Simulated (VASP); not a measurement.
The system is Ni.

```xyz
1
Lattice="0.0000 1.7701 1.7701 1.7701 0.0000 1.7701 1.7701 1.7701 0.0000" Properties=species:S:1:pos:R:3 pbc="T T T"
Ni    0.0000    0.0000    0.0000
```

Base run:

- Program: VASP 6.6.1
- Functional: PBE
- Potentials or basis: VASP PAW PBE potentials, release 64 (Ni)
- Cutoff: 520 eV
- k mesh: 13 × 13 × 13
- Occupations: fermi-dirac, width 0.1 eV
- Spin: collinear spin, ferromagnetic start
- Starting moments: [0.71] μB
- Fixed moment: 0.71 μB

Its results: pressure -2.6 GPa; site moments Ni +0.72 μB.

Q: The run is repeated on the same cell with these changes: fixed moment from 0.71 μB to 1.19 μB; moments at the start from [0.71] to [1.19]. What comes out?

A: Pressure 2.6 GPa; site moments Ni +1.17 μB.

Caveats: the total moment is fixed, so each spin has its own Fermi level.
